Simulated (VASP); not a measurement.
Input of a VASP 6.6.1 run:

INCAR

```
SYSTEM = Mg3SiO3
PREC     = Accurate       ! precision mode
ENCUT    = 520            ! plane-wave cutoff, eV
EDIFF    = 1E-6           ! SCF threshold, eV
ISMEAR   = 0              ! smearing method
SIGMA    = 0.05           ! smearing width, eV
LREAL    = .False.        ! projectors in reciprocal space
LASPH    = .True.         ! aspherical terms in the spheres
NELM     = 150            ! most SCF steps
ALGO     = Normal         ! electronic algorithm
ISIF     = 2              ! what is computed and relaxed
LWAVE    = .False.        ! write WAVECAR
LCHARG   = .True.         ! write CHGCAR
ISPIN    = 2              ! spin polarisation
MAGMOM   = 0 0 0 0 0 0 2  ! initial moments
LORBIT   = 11             ! projections on sites
LDIPOL   = .True.       
IDIPOL   = 3            
DIPOL    = 0.5 0.5 0.352
GGA      = PE             ! functional
LELF     = .True.         ! ELF
LVHAR    = .True.       
LVACPOTAV= .True.       
NBANDS   = 27             ! bands
```

Contents of KPOINTS:

```
regular mesh
0
Gamma
  9 9 1
  0 0 0
```

File POSCAR:

```
Mg3SiO3
1.0
    3.0085896295      0.0000000000      0.0000000000
    0.0000000000      3.0085896295      0.0000000000
    0.0000000000      0.0000000000     19.7799623107
Mg O Si
3 3 1
Direct
    0.5000000000      0.5000000000      0.2022248545
    0.0000000000      0.0000000000      0.3100331116
    0.5000000000      0.5000000000      0.4161289118
    0.0000000000      0.0000000000      0.2022248545
    0.5000000000      0.5000000000      0.3095409235
    0.0000000000      0.0000000000      0.4186035434
    0.3750000000      0.5000000000      0.6052769499
```

Potentials or basis: VASP PAW PBE potentials, release 64 (Mg, O, Si).

Run with:

```bash
$ cat potpaw_PBE.64/Mg/POTCAR potpaw_PBE.64/O/POTCAR potpaw_PBE.64/Si/POTCAR > POTCAR
$ mpirun -np 1 vasp_std > vasp.out
```

**Question.** Estimate the site moments.

**Answer.** Mg +0.00, -0.00 (each value once); O -0.00, +0.00 (each value once); Si +0.02 μB.

**Question.** Predict the largest force.

**Answer.** 0.451 eV/Å.

Forces on the atoms (eV/Å):
```
Mg   0.000  0.000  0.451
Mg   0.001  0.000 -0.033
Mg   0.008  0.000  0.078
O    0.000  0.000 -0.428
O    0.002  0.000  0.025
O    0.013  0.000 -0.094
Si  -0.025  0.000  0.000
```
